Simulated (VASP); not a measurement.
**ZnSe: single point with PBE0**

The system is ZnSe.

```
CELL_PARAMETERS angstrom
0.00000 2.83380 2.83380
2.83380 0.00000 2.83380
2.83380 2.83380 0.00000
ATOMIC_POSITIONS crystal
Zn 0.00000 0.00000 0.00000
Se 0.75000 0.75000 0.75000
```

| Item | Value |
| --- | --- |
| Program | VASP 6.6.1 |
| Task | single point |
| Functional | PBE0 |
| Potentials or basis | VASP PAW PBE potentials, release 64 (Zn, Se) |
| Cutoff | 400 eV |
| k mesh | 4 × 4 × 4 |
| Occupations | gaussian, width 0.01 eV |
| Spin | no spin polarisation |
| Dipole correction | no |
| Grid for exact exchange (PRECFOCK) | Normal |
| Further INCAR settings | ALGO = Normal; EDIFF = 1e-06; NBANDS = 16 |
| Share of exact exchange | 0.25 |

```
Pressure               : 0.9 GPa
Band gap on the k mesh : 3.14 eV
```

Levels at points of the mesh, in eV from the valence-band top:
```tsv
k point	band 5	band 6	band 7	band 8	band 9	band 10	band 11	band 12	band 13	band 14
(0.00, 0.00, 0.00)	-7.90	-7.90	0.00	0.00	0.00	3.14	7.69	7.69	7.69	12.02
(0.50, 0.00, 0.00)	-7.88	-7.71	-5.59	-0.92	-0.92	4.38	8.24	8.24	10.47	13.08
(0.50, 0.50, 0.00)	-7.85	-7.67	-5.18	-2.33	-2.33	4.58	5.24	12.94	13.58	13.58
```

Run time: 2.1 min on 1 thread of Intel(R) Xeon(R) 6975P-C (Granite Rapids), with other jobs on the host, peak memory 0.17 GiB.

Caveat: the k points lie up to 0.48 Å⁻¹ apart; the PAW data sets were made with another functional, which shifts forces and pressure a little.
